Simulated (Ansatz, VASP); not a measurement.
## One calculation of Li2S, two programs

```
Li S
1.0
     0.00000    2.84487    2.84487
     2.84487    0.00000    2.84487
     2.84487    2.84487    0.00000
Li S
2 1
Cartesian
  1.4224 1.4224 1.4224
  4.2673 4.2673 4.2673
  0.0000 0.0000 0.0000
```

Alike in both runs: functional r2SCAN; k mesh 5 × 5 × 5; no spin polarisation.

Ansatz relaxed the structure, and its values are those at the end. VASP's run is a single point on that final structure, the one shown.

```csv
,VASP,Ansatz
version,VASP 6.6.1,Ansatz 0.2.0
potentials or method,"VASP PAW PBE potentials, release 64 (Li_sv, S), cutoff 830 eV",PAW plane waves
occupations,"methfessel-paxton of order 1, width 0.005 eV","cold, width 0.005 eV"
valence electrons in the cell,12,12
```

Ansatz gave:

| Property | Result |
| --- | --- |
| gap on the k mesh at the Fermi level (eV) | 4.17 |
| pressure (GPa) | 0.0 |

Q: Estimate VASP's values.

A: gap on the k mesh at the Fermi level (eV): 4.16; pressure (GPa): -0.2.

VASP's potentials were made for PBE, not for r2SCAN. Ansatz's warnings: end state compared.
